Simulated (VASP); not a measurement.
ZnSe: single point with LDA

Crystal: ZnSe.

```xyz
4
Lattice="4.1077 0.0000 0.0000 0.0000 4.1077 0.0000 0.0000 0.0000 6.0704" Properties=species:S:1:pos:R:3 pbc="T T T"
Zn    4.1077    0.0000    0.0000
Zn    2.0539    2.0539    0.0000
Se    4.1077    2.0539    1.4950
Se    2.0539    0.0000    4.5753
```

```json
{"Program": "VASP 6.6.1", "Task": "single point", "Functional": "LDA", "Potentials or basis": "VASP PAW LDA potentials, release 64 (Zn, Se)", "Cutoff": "500 eV", "k mesh": "6 × 6 × 4", "Occupations": "gaussian, width 0.01 eV", "Spin": "no spin polarisation", "Dipole correction": "no", "Further INCAR settings": "ALGO = Normal; EDIFF = 1e-06; NBANDS = 26"}
```

```
Pressure               : -4.5 GPa
Largest force          : 0.578 eV/Å
Band gap on the k mesh : 1.73 eV
```

Forces on the atoms (eV/Å):
```
Zn   0.000  0.000  0.000
Zn   0.000  0.000  0.000
Se   0.000  0.000 -0.578
Se   0.000  0.000  0.578
```

Stress tensor (GPa, compression positive):
```
-4.73  0.00  0.00
 0.00 -4.73  0.00
 0.00  0.00 -3.97
```

Levels at points of the mesh, in eV from the valence-band top:
```
           k point  band 15  band 16  band 17  band 18  band 19  band 20  band 21  band 22
(0.00, 0.00, 0.00)    -2.14     0.00     0.00     0.00     1.73     1.78     2.88     5.67
(0.50, 0.00, 0.00)    -1.54    -1.54    -0.77    -0.77     3.34     3.34     5.83     5.83
(0.50, 0.50, 0.00)    -2.17    -2.17    -2.03    -2.03     3.29     3.29     3.46     3.46
(0.00, 0.00, 0.50)    -2.00    -1.18    -0.28    -0.28     1.87     3.23     3.53     5.12
(0.50, 0.00, 0.50)    -0.75    -0.75    -0.75    -0.75     2.48     2.48     5.75     5.75
(0.50, 0.50, 0.50)    -2.46    -2.46    -2.38    -2.38     4.53     4.53     4.75     4.75
```

Wall time 53 s on 1 thread of Intel(R) Xeon(R) Platinum 8259CL CPU @ 2.50GHz (Skylake/Cascade Lake), on a shared host, peak memory 0.2 GiB.

Caveat: the cell stands under tension. A k mesh can miss the band edges.
